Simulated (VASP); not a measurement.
# NaVP (P4/mmm) in VASP: notebook, part 2 of 2

VASP 6.6.1. Earlier steps stand in the parts before.

### 3 Single point, PBE, collinear spin, ferromagnetic start

This run uses another cell than the first one, of 22.42 Å³/atom, 1.055 times its volume.

File INCAR:

```
PREC = Accurate
ENCUT = 520
EDIFF = 1E-6
ISMEAR = 0
SIGMA = 0.1
LREAL = F
LASPH = T
NELM = 150
ALGO = Normal
ISIF = 2
LWAVE = F
LCHARG = F
ISPIN = 2
MAGMOM = 0 2 0
LORBIT = 11
LMAXMIX = 4
GGA = PE
NBANDS = 24
```

File KPOINTS:

```
regular mesh
0
Gamma
  6 6 4
```

File POSCAR:

```
NaVP
1.0
    3.3469968121      0.0000000000      0.0000000000
    0.0000000000      3.3469968121      0.0000000000
    0.0000000000      0.0000000000      6.0044266558
Na V P
1 1 1
Direct
    0.5000000000      0.5000000000      0.0000000000
    0.5000000000      0.5000000000      0.5000000000
    0.0000000000      0.0000000000      0.5000000000
```

Potentials or basis: VASP PAW PBE potentials, release 64 (Na_pv, V_sv, P).

Launch:

```sh
> cat potpaw_PBE.64/Na_pv/POTCAR potpaw_PBE.64/V_sv/POTCAR potpaw_PBE.64/P/POTCAR > POTCAR
> mpirun -np 1 vasp_std > vasp.out
```

OUTCAR:

```text
PREC = Accurate
   ENCUT = 520
   EDIFF = 1E-6
   ISMEAR = 0
   LREAL = F
   LASPH = T
   NELM = 150
   ISIF = 2
   ISPIN = 2
   LORBIT = 11
   GGA = PE

 ion  position               nearest neighbor table
   1  0.500  0.500  0.000-
   2  0.500  0.500  0.500-   3 2.37   3 2.37   3 2.37   3 2.37
   3  0.000  0.000  0.500-   2 2.37   2 2.37   2 2.37   2 2.37

  LATTYP: Found a simple tetragonal cell.
 ALAT       =     3.3469968121
 C/A-ratio  =     1.7939744173

  Lattice vectors:

 A1 = (   3.3469968121,   0.0000000000,   0.0000000000)
 A2 = (   0.0000000000,   3.3469968121,   0.0000000000)
 A3 = (   0.0000000000,   0.0000000000,   6.0044266558)

Analysis of symmetry for initial positions (statically):
=====================================================================
 Subroutine PRICEL returns:
 Original cell was already a primitive cell.

 Routine SETGRP: Setting up the symmetry group for a
 simple tetragonal supercell.

 Subroutine GETGRP returns: Found 16 space group operations
 (whereof 16 operations were pure point group operations)
 out of a pool of 16 trial point group operations.

The static configuration has the point symmetry D_4h.

Analysis of symmetry for dynamics (positions and initial velocities):
=====================================================================
 Subroutine PRICEL returns:
 Original cell was already a primitive cell.

 Routine SETGRP: Setting up the symmetry group for a
 simple tetragonal supercell.

 Subroutine GETGRP returns: Found 16 space group operations
 (whereof 16 operations were pure point group operations)
 out of a pool of 16 trial point group operations.

The dynamic configuration has the point symmetry D_4h.

Analysis of structural, dynamic, and magnetic symmetry:
=====================================================================
 Subroutine PRICEL returns:
 Original cell was already a primitive cell.

 Routine SETGRP: Setting up the symmetry group for a
 simple tetragonal supercell.

 Subroutine GETGRP returns: Found 16 space group operations
 (whereof 16 operations were pure point group operations)
 out of a pool of 16 trial point group operations.

The overall configuration has the point symmetry D_4h.

 Subroutine INISYM returns: Found 16 space group operations
 (whereof 16 operations are pure point group operations),
 and found     1 'primitive' translations

----------------------------------------------------------------------------------------

                                     Primitive cell

  volume of cell :      67.2639

  direct lattice vectors                    reciprocal lattice vectors
     3.346996812  0.000000000  0.000000000     0.298775307  0.000000000  0.000000000
     0.000000000  3.346996812  0.000000000     0.000000000  0.298775307  0.000000000
     0.000000000  0.000000000  6.004426656     0.000000000  0.000000000  0.166543795

  length of vectors
     3.346996812  3.346996812  6.004426656     0.298775307  0.298775307  0.166543795

  position of ions in fractional coordinates (direct lattice)
     0.500000000  0.500000000  0.000000000
     0.500000000  0.500000000  0.500000000
     0.000000000  0.000000000  0.500000000

  ion indices of the primitive-cell ions
   primitive index   ion index
                 1           1
                 2           2
                 3           3
[... 69 lines left out ...]
   LASPH  =      T    aspherical Exc in radial PAW
   ENCUT  =  520.0 eV  38.22 Ry    6.18 a.u.   6.22  6.22 11.16*2*pi/ulx,y,z
   NELM   =    150;   NELMIN=  2; NELMDL= -5     # of ELM steps
   EDIFF  = 0.1E-05   stopping-criterion for ELM
   LREAL  =      F    real-space projection
   EDIFFG = 0.1E-04   stopping-criterion for IOM
   NSW    =      0    number of steps for IOM
   IBRION =     -1    ionic relax: 0-MD 1-quasi-New 2-CG
   NFREE  =      0    steps in history (QN), initial steepest desc. (CG)
   ISIF   =      2    stress and relaxation
   ISYM   =      2    0-nonsym 1-usesym 2-fastsym
   POTIM  = 0.5000    time-step for ionic-motion
   TEBEG  =    0.0;   TEEND  =   0.0 temperature during run
   PSTRESS=    0.0 pullay stress
   NELECT =      25.0000    total number of electrons
   NUPDOWN=      -1.0000    fix difference up-down
   EMIN   =  10.00;   EMAX   =-10.00  energy-range for DOS
   EFERMI =   0.00;   METHOD = LEGACY
   ISMEAR =     0;   SIGMA  =   0.10  broadening in eV -4-tet -1-fermi 0-gaus
   EFERMI_NEDOS =   21; number of points for ismear=-14 and -15
   IALGO  =     38    algorithm
   IMIX   =      4    mixing-type and parameters
     AMIX     =   0.40;   BMIX     =  1.00
     AMIX_MAG =   1.60;   BMIX_MAG =  1.00
  volume/ion in A,a.u.               =      22.42       151.31
  Fermi-wavevector in a.u.,A,eV,Ry     =   1.177048  2.224298 18.850078  1.385442
  Thomas-Fermi vector in A             =   2.313401
   LORBIT       =     11    0 simple, 1 ext, 2 COOP (PROOUT), +10 PAW based schemes
   GGA     = PE    functional components
   LHFCALC =     F    Hartree Fock is set to
   AEXX    =    0.0000 exact exchange contribution
   IVDW    =     0    specifies the selected vdW correction
   LEPSILON=     F    determine dielectric tensor
   LRPA    =     F    only Hartree local field effects (RPA)
 spin polarized calculation
 Gauss-broadening in eV      SIGMA  =   0.10
  energy-cutoff  :      520.00
  volume of cell :       67.26
 maximum number of plane-waves:      1848
 NGX is ok and might be reduce to    28
   NGX = 13   NGY = 13   NGZ = 23

 number of electron      24.9999991 magnetization       1.9969884

 Free energy of the ion-electron system (eV)
  ---------------------------------------------------
  ext. energy  EPLUGINS =         0.00000000
  ---------------------------------------------------
  free energy    TOTEN  =       -15.71926658 eV

  energy without entropy =      -15.70815444  energy(sigma->0) =      -15.71371051

 E-fermi :   4.2610     XC(G=0):  -8.8340

 val. band max:        4.2561069547   @ k =   0.5000   0.5000   0.0000
 cond. band min:       4.2666104014   @ k =   0.3333   0.0000   0.0000
 fundamental gap:      0.0105034467
 Fermi energy:         4.2610413232

 spin component 1

 k-point     1 :       0.0000    0.0000    0.0000
  band No.  band energies     occupation
      1     -60.7744      1.00000
      2     -34.6637      1.00000
      3     -34.6637      1.00000
      4     -34.6240      1.00000
      5     -20.9030      1.00000
      6     -20.8942      1.00000
[... 637 lines left out ...]
     23      12.7626      0.00000
     24      14.7420      0.00000

 [... further k-points ...]

 spin component 2

 k-point     1 :       0.0000    0.0000    0.0000
  band No.  band energies     occupation
      1     -59.0561      1.00000
      2     -33.2250      1.00000
      3     -33.2250      1.00000
      4     -32.3675      1.00000
      5     -20.8949      1.00000
      6     -20.8949      1.00000
[... 637 lines left out ...]
     23      13.3177      0.00000
     24      14.7091      0.00000

 [... further k-points ...]

------------------------ aborting loop because EDIFF is reached ----------------------------------------

  FORCE on cell =-STRESS in cart. coord.  units (eV):
  Direction    XX          YY          ZZ          XY          YZ          ZX
  --------------------------------------------------------------------------------------
  -------------------------------------------------------------------------------------
  Total        0.0994108      0.0994108      0.0488220      0.0000000     -0.0000000     -0.0000000
  in kB        2.3678918      2.3678918      1.1629039      0.0000000     -0.0000000     -0.0000000
  external PRESSURE =       1.9662292 kB  Pullay stress =       0.0000000 kB

 VOLUME and BASIS-vectors are now :
 -----------------------------------------------------------------------------
  energy-cutoff  :      520.00
  volume of cell :       67.26
      direct lattice vectors                 reciprocal lattice vectors
     3.346996812  0.000000000  0.000000000     0.298775307  0.000000000  0.000000000
     0.000000000  3.346996812  0.000000000     0.000000000  0.298775307  0.000000000
     0.000000000  0.000000000  6.004426656     0.000000000  0.000000000  0.166543795

 POSITION                                       TOTAL-FORCE (eV/Angst)
 -----------------------------------------------------------------------------------
      1.67350      1.67350      0.00000         0.000000      0.000000      0.000000
      1.67350      1.67350      3.00221         0.000000      0.000000      0.000000
      0.00000      0.00000      3.00221         0.000000      0.000000      0.000000
 -----------------------------------------------------------------------------------
    total drift:                                0.000000      0.000000      0.000000

  FREE ENERGIE OF THE ION-ELECTRON SYSTEM (eV)
  ---------------------------------------------------
  free  energy   TOTEN  =       -15.7192665811 eV

  energy  without entropy=      -15.7081544375  energy(sigma->0) =      -15.71371051

 total charge

# of ion       s       p       d       tot
------------------------------------------
    1        0.097   5.967   0.000   6.064
    2        2.225   6.164   3.166  11.555
    3        1.048   1.503   0.000   2.550
--------------------------------------------------
tot          3.369  13.634   3.166  20.169

 magnetization (x)

# of ion       s       p       d       tot
------------------------------------------
    1        0.002   0.007   0.000   0.009
    2        0.033   0.015   1.736   1.784
    3       -0.011  -0.094   0.000  -0.105
--------------------------------------------------
tot          0.024  -0.073   1.736   1.687
```

OSZICAR:

```text
N       E                     dE             d eps       ncg     rms          rms(c)
DAV:   1     0.253410954053E+03    0.25341E+03   -0.13720E+04  3064   0.107E+03
DAV:   2    -0.550138851413E+01   -0.25891E+03   -0.24971E+03  2992   0.351E+02
DAV:   3    -0.174377853208E+02   -0.11936E+02   -0.11815E+02  3544   0.801E+01
[... 11 lines left out ...]
DAV:  15    -0.157192144596E+02   -0.10718E-03   -0.29282E-04  3280   0.801E-02    0.764E-02
DAV:  16    -0.157192520563E+02   -0.37597E-04   -0.55417E-05  3336   0.385E-02    0.397E-02
DAV:  17    -0.157192534166E+02   -0.13604E-05   -0.15751E-04  3328   0.542E-02    0.300E-02
DAV:  18    -0.157192664981E+02   -0.13081E-04   -0.39657E-05  3096   0.295E-02    0.547E-03
DAV:  19    -0.157192665811E+02   -0.83010E-07   -0.67773E-07  2352   0.445E-03
   1 F= -.15719267E+02 E0= -.15713711E+02  d E =-.111121E-01  mag=     1.9965
```

stdout:

```text
POSCAR found type information on POSCAR NaV P
 POSCAR found :  3 types and       3 ions
 scaLAPACK will be used
 LDA part: xc-table for (Slater+PW92), standard interpolation
 POSCAR, INCAR and KPOINTS ok, starting setup
 FFT: planning ... GRIDC
 FFT: planning ... GRID_SOFT
 FFT: planning ... GRID
 WAVECAR not read
 entering main loop
```

Wall time 5.3 min (1 thread of AMD EPYC 7R13, shared host); peak memory 0.22 GiB.

Results:

```yaml
Free_energy: -15.7193 eV
Pressure: 0.2 GPa
Net_moment: 2.00 μB per cell
Site_moments: Na +0.01; V +1.78; P -0.10 μB
Valence_electrons_inside_the_program's_atomic_spheres: Na 6.06; V 11.55; P 2.55
```

Stress tensor (GPa, compression positive):
```
0.24 0.00 0.00
0.00 0.24 0.00
0.00 0.00 0.12
```

### 4 Relaxation of cell and atoms, PBE, collinear spin, ferromagnetic start

File INCAR:

```
PREC     = Accurate       # precision mode
ENCUT    = 600            # plane-wave cutoff, eV
EDIFF    = 1E-6           # SCF threshold, eV
ISMEAR   = 0              # smearing method
SIGMA    = 0.1            # smearing width, eV
LREAL    = F              # projectors in reciprocal space
LASPH    = T              # aspherical terms in the spheres
NELM     = 150            # most SCF steps
ALGO     = Normal         # electronic algorithm
ISIF     = 3              # what is computed and relaxed
LWAVE    = F              # write WAVECAR
LCHARG   = F              # write CHGCAR
ISPIN    = 2              # spin polarisation
MAGMOM   = 0 2 0          # initial moments
LORBIT   = 11             # projections on sites
LMAXMIX  = 4              # l up to which the mixer works
GGA      = PE             # functional
IBRION   = 2              # ionic algorithm
NSW      = 90             # ionic steps
EDIFFG   = -0.04          # ionic threshold
```

KPOINTS is that of step 3.

File POSCAR:

```
NaVP
1.0
    3.0712563300      0.0000000000      0.0000000000
    0.0000000000      3.0712563300      0.0000000000
    0.0000000000      0.0000000000      6.7568593500
Na V P
1 1 1
Direct
    0.5000000000      0.5000000000      0.0000000000
    0.5000000000      0.5000000000      0.5000000000
    0.0000000000      0.0000000000      0.5000000000
```

Potentials or basis: VASP PAW PBE potentials, release 64 (Na_pv, V_sv, P).

Launch:

```sh
> cat potpaw_PBE.64/Na_pv/POTCAR potpaw_PBE.64/V_sv/POTCAR potpaw_PBE.64/P/POTCAR > POTCAR
> mpirun -np 1 vasp_std > vasp.out
```

OUTCAR:

```text
PREC = Accurate
   ENCUT = 600
   EDIFF = 1E-6
   ISMEAR = 0
   LREAL = F
   LASPH = T
   NELM = 150
   ISIF = 3
   ISPIN = 2
   LORBIT = 11
   GGA = PE
   IBRION = 2
   NSW = 90
   EDIFFG = -0.04

 ion  position               nearest neighbor table
   1  0.500  0.500  0.000-
   2  0.500  0.500  0.500-   3 2.17   3 2.17   3 2.17   3 2.17
   3  0.000  0.000  0.500-   2 2.17   2 2.17   2 2.17   2 2.17

  LATTYP: Found a simple tetragonal cell.
 ALAT       =     3.0712563300
 C/A-ratio  =     2.2000310700

  Lattice vectors:

 A1 = (   3.0712563300,   0.0000000000,   0.0000000000)
 A2 = (   0.0000000000,   3.0712563300,   0.0000000000)
 A3 = (   0.0000000000,   0.0000000000,   6.7568593500)

Analysis of symmetry for initial positions (statically):
[... 1429 lines left out ...]
  ext. energy  EPLUGINS =         0.00000000
  ---------------------------------------------------
  free energy    TOTEN  =       -15.71932072 eV

  energy without entropy =      -15.70822184  energy(sigma->0) =      -15.71377128

 E-fermi :   4.2234     XC(G=0):  -8.8108

 val. band max:        4.2142122652   @ k =   0.1667   0.1667   0.2500
 cond. band min:       4.2444893130   @ k =   0.5000   0.5000   0.0000
 fundamental gap:      0.0302770477
 Fermi energy:         4.2233863904

 spin component 1

 k-point     1 :       0.0000    0.0000    0.0000
  band No.  band energies     occupation
      1     -60.8287      1.00000
      2     -34.7157      1.00000
      3     -34.7157      1.00000
      4     -34.6807      1.00000
      5     -20.9505      1.00000
      6     -20.9417      1.00000
[... 985 lines left out ...]
  FREE ENERGIE OF THE ION-ELECTRON SYSTEM (eV)
  ---------------------------------------------------
  free  energy   TOTEN  =       -15.7193207234 eV

  energy  without entropy=      -15.7082218433  energy(sigma->0) =      -15.71377128

 reached required accuracy - stopping structural energy minimisation

 total charge

# of ion       s       p       d       tot
------------------------------------------
    1        0.097   5.966   0.000   6.063
    2        2.224   6.162   3.160  11.546
    3        1.047   1.500   0.000   2.547
--------------------------------------------------
tot          3.368  13.628   3.160  20.156

 magnetization (x)

# of ion       s       p       d       tot
------------------------------------------
    1        0.003   0.007   0.000   0.010
    2        0.033   0.015   1.764   1.812
    3       -0.011  -0.096   0.000  -0.108
--------------------------------------------------
tot          0.025  -0.075   1.764   1.714
```

CONTCAR:

```text
NaVP
   1.00000000000000
     3.3557184553475987    0.0000000000000000   -0.0000000000000000
     0.0000000000000000    3.3557184553475987    0.0000000000000000
     0.0000000000000000    0.0000000000000000    6.0093352345063860
  Na              V               P
     1     1     1
Direct
     0.5000000000000000    0.5000000000000000    0.0000000000000000
     0.5000000000000000    0.5000000000000000    0.5000000000000000
     0.0000000000000000    0.0000000000000000    0.5000000000000000

  0.00000000E+00  0.00000000E+00  0.00000000E+00
  0.00000000E+00  0.00000000E+00  0.00000000E+00
  0.00000000E+00  0.00000000E+00  0.00000000E+00
```

Wall time 25 min (1 thread of AMD EPYC 7R13, shared host); peak memory 0.25 GiB.

What came out:

| Item | Value |
| --- | --- |
| Free energy | -15.7193 eV |
| Relaxed volume | 22.56 Å³/atom |
| Relaxed cell | a = 3.356 Å, b = 3.356 Å, c = 6.009 Å, α = 90.00°, β = 90.00°, γ = 90.00° |
| Space group after relaxing (to 0.05 Å) | P4/mmm (No. 123) |
| Energy gained by relaxing | 235.6 meV/atom |
| Ionic steps | 8 |
| Pressure after relaxing | -0.1 GPa |
| Net moment | 2.03 μB per cell |
| Site moments | Na +0.01; V +1.81; P -0.11 μB |
| Valence electrons inside the program's atomic spheres | Na 6.06; V 11.55; P 2.55 |

Step by step:
```tsv
step	energy change (eV)	largest force (eV/Å)	pressure (GPa)	volume (Å³)
1	0.0000	0.0000	12.40	63.73
2	-0.5387	0.0000	-4.58	79.60
3	-0.6181	0.0000	-0.51	74.23
4	-0.6210	0.0000	-1.25	75.08
5	-0.6209	0.0000	-1.05	74.84
6	-0.6516	0.0000	-0.89	73.23
7	-0.7062	0.0000	-0.23	68.37
8	-0.7069	0.0000	-0.11	67.67
```

Final structure:
```
Na V P
1.0
     3.35572    0.00000    0.00000
     0.00000    3.35572    0.00000
     0.00000    0.00000    6.00934
Na V P
1 1 1
Direct
  0.50000 0.50000 0.00000
  0.50000 0.50000 0.50000
  0.00000 0.00000 0.50000
```

### 5 The runs side by side

```tsv
task	cell	cutoff (eV)	gap on the mesh (eV)	pressure (GPa)	moment (μB)
single point	a = 3.071, b = 3.071, c = 6.757 Å, 3 atoms	520	none	12.4	1.09
single point	a = 3.347, b = 3.347, c = 6.004 Å, 3 atoms	520	none	0.2	2.00
relaxation of cell and atoms	relaxed from a = 3.071, b = 3.071, c = 6.757 Å, 3 atoms	600	none	-0.1	2.03
```

Alike in all rows: level PBE; potentials or basis VASP PAW PBE potentials, release 64 (Na_pv, V_sv, P); spin collinear, ferromagnetic start; k mesh 6 × 6 × 4; smearing gaussian 0.1 eV.

Absolute energies hang on the potentials; compare differences alone.
